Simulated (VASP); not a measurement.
# H4CO in VASP: further runs, part 2 of 3

VASP 6.6.1.

## Step 3: Single point, r2SCAN+D3(BJ)

Contents of POSCAR:

```
H4CO
1.0
    6.8512850000      0.0000000000      0.0000000000
    0.0000000000      6.8512850000      0.0000000000
    0.0000000000      0.0000000000      6.8512850000
C O H
6 6 24
Direct
    0.3650556064      0.7863050508      0.2784733083
    0.0329573211      0.1608603350      0.1366750909
    0.0318772318      0.6634521845      0.9504494412
    0.6076086457      0.4396693467      0.6090682259
    0.8404554766      0.9227028214      0.5441315023
    0.5353886169      0.1963427299      0.0558435388
    0.4630810133      0.6134177749      0.1734273206
    0.0832252636      0.1535916255     -0.0584999748
    0.1846952798      0.5363519398      0.9030130844
    0.7377448172      0.4141996720      0.4571259260
    0.9697742832      1.0982757249      0.5683021506
    0.6389604286      0.0431597868     -0.0418169730
    0.2897996507      0.8549053207      0.1508914021
    0.5321921362      0.5395630163      0.2727371581
    0.2356346291      0.7380951165      0.3871974381
    0.4463250325      0.8803166121      0.3747618148
    0.0051523181      0.0121291115      0.1920953515
    0.1186054879      0.2927188111     -0.0859254870
    0.1651806924      0.2107049991      0.2227465359
   -0.0778540084      0.2864426162      0.1635167709
   -0.1121249517      0.6267145506      0.8708293408
    0.2962509953      0.5445985680      0.9996372943
   -0.0117350249      0.6639484418      1.1117330545
    0.0702933829      0.8227069812      0.9189079129
    0.4625555644      0.3749661560      0.5696011770
    0.8494318949      0.3286244843      0.4914844442
    0.6670865392      0.3486499248      0.7268709446
    0.5980775869      0.5974499674      0.6475427602
    0.7532309632      0.9548427777      0.4119957059
    0.9544632868      1.1151192805      0.7196898100
    0.9567694235      0.8218020415      0.5301633197
    0.7560041656      0.9093622583      0.6679185000
    0.3893576169      0.2147918237      0.0373506576
    0.7780584226      0.0755186801     -0.0244917559
    0.5576764067      0.2162368081      0.2236660714
    0.5923706283      0.3204946225     -0.0213390627
```

Contents of INCAR.step1:

```
SYSTEM = H4CO
PREC = Accurate ; ENCUT = 580
ISMEAR = -1 ; SIGMA = 0.02
LREAL = Auto ; LASPH = .TRUE.
NELM = 120 ; NBANDS = 66
GGA = PE ; ALGO = Normal
EDIFF = 1E-5 ; LWAVE = .TRUE.
LCHARG = .FALSE. ; GGA_COMPAT = .FALSE.
```

Contents of INCAR.step2:

```
SYSTEM = H4CO
PREC = Accurate ; ENCUT = 580
EDIFF = 1E-6 ; ISMEAR = -1
SIGMA = 0.02 ; LREAL = Auto
LASPH = .TRUE. ; NELM = 120
ALGO = Normal ; ISIF = 2
LWAVE = .FALSE. ; LCHARG = .TRUE.
METAGGA = R2SCAN ; LMIXTAU = .TRUE.
IVDW = 12 ; VDW_S6 = 1.0
VDW_S8 = 0.78981345 ; VDW_A1 = 0.49484001
VDW_A2 = 5.73083694 ; LELF = .TRUE.
LVHAR = .TRUE. ; NBANDS = 66
ISTART = 1 ; GGA_COMPAT = .FALSE.
```

Contents of KPOINTS:

```
Automatic mesh
0
G
  1 1 1
  0 0 0
```

Potentials or basis: VASP PAW PBE potentials, release 64 (C, O, H).

Started as:

```sh
cat potpaw_PBE.64/C/POTCAR potpaw_PBE.64/O/POTCAR potpaw_PBE.64/H/POTCAR > POTCAR
cp INCAR.step1 INCAR
mpirun -np 1 vasp_gam > vasp.out
cp INCAR.step2 INCAR
mpirun -np 1 vasp_gam > vasp.out
```

OUTCAR:

```text
SYSTEM = H4CO
   PREC = Accurate
   ENCUT = 580
   EDIFF = 1E-6
   ISMEAR = -1
   LREAL = Auto
   LASPH = .TRUE.
   NELM = 120
   ISIF = 2
   METAGGA = R2SCAN
   IVDW = 12
   ISTART = 1
 IVDW          = 12

 ion  position               nearest neighbor table
   1  0.365  0.786  0.278-  16 1.08  13 1.12  15 1.20   7 1.54
   2  0.033  0.161  0.137-  17 1.10  19 1.13  20 1.16   8 1.38
   3  0.032  0.663  0.950-  24 1.14  23 1.14  21 1.16   9 1.40
   4  0.608  0.440  0.609-  27 1.10  28 1.11  25 1.12  10 1.38
   5  0.840  0.923  0.544-  32 1.03  31 1.06  29 1.11  11 1.50
   6  0.535  0.196  0.056-  33 1.02  36 1.07  35 1.17  12 1.43
   7  0.463  0.613  0.173-  14 0.97   1 1.54
   8  0.083  0.154  0.942-  18 1.00   2 1.38
   9  0.185  0.536  0.903-  22 1.01   3 1.40
  10  0.738  0.414  0.457-  26 0.99   4 1.38
  11  0.970  0.098  0.568-  30 1.05   5 1.50
  12  0.639  0.043  0.958-  34 0.99   6 1.43
  13  0.290  0.855  0.151-   1 1.12
  14  0.532  0.540  0.273-   7 0.97
  15  0.236  0.738  0.387-   1 1.20
  16  0.446  0.880  0.375-   1 1.08
  17  0.005  0.012  0.192-   2 1.10
[... 17 lines left out ...]
  35  0.558  0.216  0.224-   6 1.17
  36  0.592  0.320  0.979-   6 1.07
[... 234 lines left out ...]

 k-point     1 :       0.0000    0.0000    0.0000
  band No.  band energies     occupation
      1     -24.1490      2.00000
      2     -23.4866      2.00000
      3     -23.2908      2.00000
      4     -23.1293      2.00000
      5     -22.8713      2.00000
      6     -22.3763      2.00000
[... 46 lines left out ...]
     53       6.4646      0.00000
     54       6.6181      0.00000
 [bands above 54 left out]

------------------------ aborting loop because EDIFF is reached ----------------------------------------

 Edisp (eV)   -0.75334

 E8    (eV) :    -0.1163

  FORCE on cell =-STRESS in cart. coord.  units (eV):
  Direction    XX          YY          ZZ          XY          YZ          ZX
  --------------------------------------------------------------------------------------
  -------------------------------------------------------------------------------------
  Total      -4.45600    -5.35309    -3.63373     2.24290    -1.14885    -0.97236
  in kB     -22.19933   -26.66852   -18.10283    11.17390    -5.72347    -4.84418
  external pressure =      -22.32 kB  Pullay stress =        0.00 kB

 VOLUME and BASIS-vectors are now :
 -----------------------------------------------------------------------------
  energy-cutoff  :      580.00
  volume of cell :      321.60
      direct lattice vectors                 reciprocal lattice vectors
     6.851285000  0.000000000  0.000000000     0.145958021  0.000000000  0.000000000
     0.000000000  6.851285000  0.000000000     0.000000000  0.145958021  0.000000000
     0.000000000  0.000000000  6.851285000     0.000000000  0.000000000  0.145958021

 POSITION                                       TOTAL-FORCE (eV/Angst)
 -----------------------------------------------------------------------------------
      2.50110      5.38720      1.90790        -2.987770     -2.181727     -0.618369
      0.22580      1.10210      0.93640         0.411901      1.645950      2.676785
      0.21840      4.54550      6.51180        -1.929509      1.673718      0.870631
      4.16290      3.01230      4.17290        -0.356828     -0.652030      0.960615
      5.75820      6.32170      3.72800         1.873988      2.493961     -2.372348
      3.66810      1.34520      0.38260         3.652826      1.137061      1.547152
[... 28 lines left out ...]
      3.82080      1.48150      1.53240         0.372445     -0.616559     -1.809312
      4.05850      2.19580      6.70508         0.112749      1.230934      0.707813
 -----------------------------------------------------------------------------------
    total drift:                               -0.002895     -0.001337      0.001351

  FREE ENERGIE OF THE ION-ELECTRON SYSTEM (eV)
  ---------------------------------------------------
  free  energy   TOTEN  =      -193.1414855017 eV

  energy  without entropy=     -193.1414855017  energy(sigma->0) =     -193.14148550
```

OUTCAR.step1:

```text
SYSTEM = H4CO
   PREC = Accurate
   ENCUT = 580
   ISMEAR = -1
   LREAL = Auto
   LASPH = .TRUE.
   NELM = 120
[... 359 lines left out ...]
      3.66810      1.34520      0.38260         3.674275      0.907259      1.542455
[... 28 lines left out ...]
      3.82080      1.48150      1.53240         0.365483     -0.567262     -1.616783
      4.05850      2.19580      6.70508         0.169879      1.356093      0.561183
 -----------------------------------------------------------------------------------
    total drift:                               -0.006168     -0.001000     -0.001618

  FREE ENERGIE OF THE ION-ELECTRON SYSTEM (eV)
  ---------------------------------------------------
  free  energy   TOTEN  =      -180.3539643079 eV

  energy  without entropy=     -180.3539643079  energy(sigma->0) =     -180.35396431
```

OSZICAR.step1:

```text
N       E                     dE             d eps       ncg     rms          rms(c)
DAV:   1     0.626521564631E+03    0.62652E+03   -0.48376E+04   132   0.129E+03
DAV:   2    -0.128501161672E+03   -0.75502E+03   -0.71330E+03   168   0.286E+02
DAV:   3    -0.193862634452E+03   -0.65361E+02   -0.64849E+02   160   0.895E+01
DAV:   4    -0.195096198233E+03   -0.12336E+01   -0.12294E+01   176   0.136E+01
DAV:   5    -0.195119986040E+03   -0.23788E-01   -0.23774E-01   176   0.182E+00    0.230E+01
DAV:   6    -0.182275967507E+03    0.12844E+02   -0.24841E+01   160   0.179E+01    0.110E+01
DAV:   7    -0.180619110067E+03    0.16569E+01   -0.28431E+00   168   0.633E+00    0.556E+00
DAV:   8    -0.180353172141E+03    0.26594E+00   -0.90192E-01   160   0.458E+00    0.962E-01
DAV:   9    -0.180346196439E+03    0.69757E-02   -0.11503E-01   160   0.180E+00    0.478E-01
DAV:  10    -0.180353393687E+03   -0.71972E-02   -0.35990E-02   152   0.693E-01    0.273E-01
DAV:  11    -0.180352892842E+03    0.50084E-03   -0.44969E-03   176   0.347E-01    0.129E-01
DAV:  12    -0.180353963387E+03   -0.10705E-02   -0.26149E-03   152   0.209E-01    0.497E-02
DAV:  13    -0.180353957700E+03    0.56869E-05   -0.19183E-04   168   0.705E-02    0.212E-02
DAV:  14    -0.180353964308E+03   -0.66079E-05   -0.76914E-05   152   0.358E-02
   1 F= -.18035396E+03 E0= -.18035396E+03  d E =-.450782E-10
```

Run time: 1.7 min. Hardware: 1 thread of Intel Xeon 6975P-C (Granite Rapids), shared host; peak memory 0.44 GiB.

What came out:

| Item | Value |
| --- | --- |
| Free energy | -193.1415 eV |
| Pressure | -2.2 GPa |
| Largest force | 4.127 eV/Å |
| Band gap on the k mesh | 5.72 eV |
| Dispersion energy per atom | -0.021 eV |

Forces on the atoms (eV/Å):
```
C   -2.988 -2.182 -0.618
C    0.412  1.646  2.677
C   -1.930  1.674  0.871
C   -0.357 -0.652  0.961
C    1.874  2.494 -2.372
C    3.653  1.137  1.547
O   -0.791  1.973  1.901
O   -0.017  0.303 -1.644
O    0.559 -0.968  0.386
O    1.374  0.200 -1.956
O   -1.471  0.511  2.837
O   -0.230 -0.481  0.733
H    0.816  0.204  1.086
H    0.295 -0.153 -0.161
H    1.809  0.005 -1.734
H    1.091  0.124 -0.527
H   -0.635  0.711 -0.155
H    0.210 -0.100 -0.498
H   -0.795 -0.333 -0.171
H    0.545 -1.865  0.063
H    1.776  0.158  0.511
H   -0.852  0.364 -0.484
H    0.485 -0.350 -1.080
H   -0.221 -1.199 -0.137
H    0.379  0.588  0.277
H   -0.748 -0.009  0.032
H   -0.546  0.529  0.398
H   -0.265 -0.730  0.148
H    0.294 -0.660  0.409
H    1.208  0.182 -2.355
H   -0.247 -1.780 -0.400
H   -1.389 -0.505  1.657
H   -2.961 -1.233 -1.063
H   -0.823 -0.219 -0.037
H    0.372 -0.617 -1.809
H    0.113  1.231  0.708
```

Stress tensor (GPa, compression positive):
```
-2.22  1.12 -0.48
 1.12 -2.67 -0.57
-0.48 -0.57 -1.81
```

Levels at points of the mesh, in eV from the valence-band top:
| k point | band 39 | band 40 | band 41 | band 42 | band 43 | band 44 | band 45 | band 46 |
| --- | --- | --- | --- | --- | --- | --- | --- | --- |
| (0.00, 0.00, 0.00) | -0.47 | -0.27 | -0.13 | 0.00 | 5.72 | 6.66 | 7.11 | 7.31 |

Caveat: the k points lie up to 0.92 Å⁻¹ apart; the PAW data sets were made with another functional, which shifts forces and pressure a little.

## Step 4: Single point, r2SCAN+D3(BJ)

Contents of POSCAR:

```
H4CO
1.0
    6.8512850000      0.0000000000      0.0000000000
    0.0000000000      6.8512850000      0.0000000000
    0.0000000000      0.0000000000      6.8512850000
C O H
6 6 24
Direct
    0.3618445299      0.7836486148      0.2774224105
    0.0343293265      0.1640860072      0.1376092222
    0.0335849406      0.6683855656      0.9511938271
    0.6089076721      0.4412748849      0.6111992130
    0.8380617651      0.9268334334      0.5472987914
    0.5361913860      0.1994954231      0.0533184651
    0.4636648454      0.6088055014      0.1757626489
    0.0833128384      0.1548030771     -0.0590838069
    0.1880669101      0.5392711002      0.9008091183
    0.7358765545      0.4104485509      0.4575492043
    0.9676724877      1.0999834338      0.5737609806
    0.6393399194      0.0402114348     -0.0372922744
    0.2940762207      0.8484101887      0.1497967170
    0.5340312073      0.5364833020      0.2788965866
    0.2408453305      0.7225213956      0.3765716942
    0.4374069974      0.8834984970      0.3629392151
    0.0013720054      0.0183615190      0.1882858471
    0.1103880513      0.2900477794     -0.0923914273
    0.1661586111      0.2184261784      0.2212577641
   -0.0792114180      0.2859317632      0.1587877311
   -0.1068412714      0.6303343095      0.8690924403
    0.2924268951      0.5482621143      0.9962510682
   -0.0000729790      0.6679476916      1.1101129204
    0.0752267640      0.8260348241      0.9187619549
    0.4631248007      0.3800163035      0.5820076088
    0.8470381833      0.3313830909      0.4992931983
    0.6716988127      0.3626035116      0.7309723650
    0.5907796859      0.6009529599      0.6378073602
    0.7432766262      0.9493693519      0.4218916597
    0.9525950241      1.1263726440      0.7095603234
    0.9458371678      0.8213933591      0.5169395230
    0.7566463809      0.9000939240      0.6847912472
    0.3840739365      0.1822139934      0.0430576162
    0.7724098472      0.0872099176     -0.0290164546
    0.5631352367      0.2212577641      0.2174774513
    0.5849121734      0.3237056990     -0.0257469949
```

Contents of INCAR.step1:

```
PREC = Accurate ; ENCUT = 580
ISMEAR = -1 ; SIGMA = 0.02
LREAL = Auto ; LASPH = T
NELM = 120 ; NBANDS = 66
GGA = PE ; ALGO = Normal
EDIFF = 1E-5 ; LWAVE = T
LCHARG = F ; GGA_COMPAT = F
```

Contents of INCAR.step2:

```
PREC = Accurate ; ENCUT = 580
EDIFF = 1E-6 ; ISMEAR = -1
SIGMA = 0.02 ; LREAL = Auto
LASPH = T ; NELM = 120
ALGO = Normal ; ISIF = 2
LWAVE = F ; LCHARG = F
METAGGA = R2SCAN ; LMIXTAU = T
IVDW = 12 ; VDW_S6 = 1.0
VDW_S8 = 0.78981345 ; VDW_A1 = 0.49484001
VDW_A2 = 5.73083694 ; NBANDS = 66
ISTART = 1 ; GGA_COMPAT = F
```

Contents of KPOINTS:

```
Automatic mesh
0
Gamma
  1 1 1
```

Started as:

```sh
cat potpaw_PBE.64/C/POTCAR potpaw_PBE.64/O/POTCAR potpaw_PBE.64/H/POTCAR > POTCAR
cp INCAR.step1 INCAR
mpirun -np 1 vasp_gam > vasp.out
cp INCAR.step2 INCAR
mpirun -np 1 vasp_gam > vasp.out
```

Run time: 1.7 min. Hardware: 1 thread of Intel Xeon 6975P-C (Granite Rapids), shared host; peak memory 0.44 GiB.

The run converged. Its results:

* Free energy: -193.9920 eV
* Pressure: -0.3 GPa
* Largest force: 4.675 eV/Å
* Band gap on the k mesh: 5.71 eV
* Dispersion energy per atom: -0.021 eV

Forces on the atoms (eV/Å):
```
C   -2.455 -3.703 -1.455
C    0.395  2.223  1.760
C   -0.859  1.272 -0.049
C   -0.683  0.540  0.486
C    0.481  1.537  0.593
C    1.142 -0.333  1.473
O   -0.149  1.718  2.316
O   -0.286 -0.654 -1.240
O   -0.967 -0.588 -0.482
O    0.837  0.316 -1.824
O   -1.236 -0.174 -1.010
O   -0.246  0.288  0.778
H    0.055  0.488  0.284
H   -0.128  0.288 -0.761
H    1.092  0.403 -0.986
H    1.849  0.900  0.627
H   -0.544  0.073  0.256
H    0.636  0.817 -0.477
H   -0.866 -0.468 -0.091
H    0.522 -1.577  0.279
H    1.480  0.227  0.655
H    0.376  0.203  0.421
H    0.002 -0.369 -0.459
H   -0.347 -1.120 -0.167
H    0.053 -0.002 -0.004
H   -0.235 -0.340 -0.175
H   -0.226  0.136  0.991
H    0.082 -0.668  0.305
H   -0.084  0.101  0.061
H    0.619  0.242  1.089
H    0.239 -1.643 -0.224
H    0.225  0.006 -0.796
H   -1.136 -0.494 -0.766
H    0.251 -0.485 -0.157
H    0.368 -0.415 -1.392
H   -0.256  1.256  0.143
```

Stress tensor (GPa, compression positive):
```
-0.81  0.53  0.27
 0.53 -1.53 -0.42
 0.27 -0.42  1.45
```

Levels at points of the mesh, in eV from the valence-band top:
```
           k point  band 39  band 40  band 41  band 42  band 43  band 44  band 45  band 46
(0.00, 0.00, 0.00)    -0.43    -0.41    -0.24     0.00     5.71     6.73     7.13     7.33
```

Caveat: the k points lie up to 0.92 Å⁻¹ apart; the PAW data sets were made with another functional, which shifts forces and pressure a little.

## Step 5: Single point, r2SCAN+D3(BJ)

Contents of POSCAR:

```
H4CO
1.0
    6.8512850000      0.0000000000      0.0000000000
    0.0000000000      6.8512850000      0.0000000000
    0.0000000000      0.0000000000      6.8512850000
C O H
6 6 24
Direct
    0.3558164636      0.7819846934      0.2782105839
    0.0278779820      0.1644800939      0.1466732153
    0.0318480402      0.6703414031      0.9590901561
    0.5970266892      0.4398153047      0.6060177032
    0.8464981387      0.9281324598      0.5423070271
    0.5359724490      0.1979774597      0.0575074603
    0.4678246490      0.6059155326      0.1803603266
    0.0824516861      0.1527012816     -0.0618570093
    0.1850601748      0.5342501443      0.8969704223
    0.7391168226      0.4050335083      0.4524406735
    0.9731313177      1.1096750464      0.5726371038
    0.6376322106      0.0448528999     -0.0340957937
    0.3125253146      0.8781710292      0.1585396024
    0.5596468400      0.5266895188      0.2510769877
    0.2504785599      0.7286662283      0.3722221452
    0.4666569848      0.8585980586      0.3805125608
   -0.0080276912      0.0108592768      0.1792802372
    0.1242686591      0.3047749437     -0.0640609754
    0.1443232912      0.2279280456      0.2277674918
   -0.0540774468      0.2948789899      0.1536500087
   -0.1128693376      0.6568840736      0.8816886175
    0.3060155869      0.5800517713      0.9707813936
    0.0175879415      0.6603724703      1.1157469000
    0.0631706315      0.8120958331      0.8819805336
    0.4568048184      0.3740028330      0.5705936915
    0.8513001576      0.3143497899      0.4945641584
    0.6519798841      0.3812861383      0.7500052910
    0.5646240085      0.5953627677      0.6229342379
    0.7461228076      0.9504932286      0.4167977248
    0.9821661192      1.1387498841      0.7181280592
    0.9554703972      0.8083884994      0.5146333863
    0.7724098472      0.8845347989      0.6721074952
    0.3784107653      0.1673992543      0.0221272360
    0.7750954748      0.0642215292      0.0044079322
    0.5652516280      0.2429909134      0.2054797020
    0.5687984079      0.3304343638     -0.0338038777
```

Contents of INCAR.step1:

```
SYSTEM = H4CO
PREC = Accurate
ENCUT = 580
ISMEAR = -1
SIGMA = 0.02
LREAL = Auto
LASPH = .TRUE.
NELM = 120
NBANDS = 66
GGA = PE
ALGO = Normal
EDIFF = 1E-5
LWAVE = .TRUE.
LCHARG = .FALSE.
GGA_COMPAT = .FALSE.
```

Contents of INCAR.step2:

```
SYSTEM = H4CO
PREC = Accurate
ENCUT = 580
EDIFF = 1E-6
ISMEAR = -1
SIGMA = 0.02
LREAL = Auto
LASPH = .TRUE.
NELM = 120
ALGO = Normal
ISIF = 2
LWAVE = .FALSE.
LCHARG = .FALSE.
METAGGA = R2SCAN
LMIXTAU = .TRUE.
IVDW = 12
VDW_S6 = 1.0
VDW_S8 = 0.78981345
VDW_A1 = 0.49484001
VDW_A2 = 5.73083694
NBANDS = 66
ISTART = 1
GGA_COMPAT = .FALSE.
```

Contents of KPOINTS:

```
Automatic mesh
0
G
  1 1 1
  0 0 0
```

Started as:

```sh
cat potpaw_PBE.64/C/POTCAR potpaw_PBE.64/O/POTCAR potpaw_PBE.64/H/POTCAR > POTCAR
cp INCAR.step1 INCAR
mpirun -np 1 vasp_gam > vasp.out
cp INCAR.step2 INCAR
mpirun -np 1 vasp_gam > vasp.out
```

It took 1.7 min on 1 thread of Intel Xeon 6975P-C (Granite Rapids), shared host; peak memory 0.44 GiB.

It converged, with:

```
Free energy                : -192.9296 eV
Pressure                   : -3.4 GPa
Largest force              : 5.164 eV/Å
Band gap on the k mesh     : 5.53 eV
Dispersion energy per atom : -0.021 eV
```

Forces in eV/Å, atoms in the order of the input:
```
C    5.132 -0.559 -0.090
C    0.849 -1.023 -1.613
C   -0.183  0.673 -2.616
C    1.144 -0.553  0.574
C    2.421  0.629 -0.636
C   -1.705  1.388 -2.748
O   -2.305  2.331 -0.692
O    0.794  2.829  0.830
O   -0.204  0.544  0.877
O    0.364  0.005  0.414
O   -1.388 -0.790  0.400
O    1.532 -0.478  1.099
H    0.038 -0.417  0.273
H    0.255  0.382  1.087
H   -1.854 -0.879  0.803
H   -1.185 -0.551 -1.385
H   -0.510  1.147  0.857
H   -0.009 -1.816 -1.387
H    1.632 -0.838  0.829
H   -2.656  0.105  0.523
H    0.808 -1.419  0.719
H   -0.996 -0.924 -0.443
H   -0.241  0.601  0.245
H    0.568 -0.081  1.570
H   -0.079 -0.457 -0.042
H   -1.558  0.487 -0.042
H   -0.401  0.421 -1.218
H    0.394  0.115 -0.052
H    0.597  0.043  0.651
H    0.058 -0.666 -0.949
H   -0.831  0.609 -0.252
H   -0.666  0.359  0.647
H    0.952  0.195  0.696
H   -0.668 -0.299 -0.539
H    0.318 -0.826  0.674
H   -0.419 -0.289  0.936
```

Stress tensor (GPa, compression positive):
```
-2.88  0.63 -1.80
 0.63 -5.71 -1.02
-1.80 -1.02 -1.56
```

Levels at points of the mesh, in eV from the valence-band top:
```csv
k point,band 39,band 40,band 41,band 42,band 43,band 44,band 45,band 46
"(0.00, 0.00, 0.00)",-0.60,-0.46,-0.23,0.00,5.53,6.49,6.74,7.11
```

Caveat: the k points lie up to 0.92 Å⁻¹ apart; the atoms stand as in a frame of molecular dynamics; the PAW data sets were made with another functional, which shifts forces and pressure a little.

(Continued in part 3 of 3.)
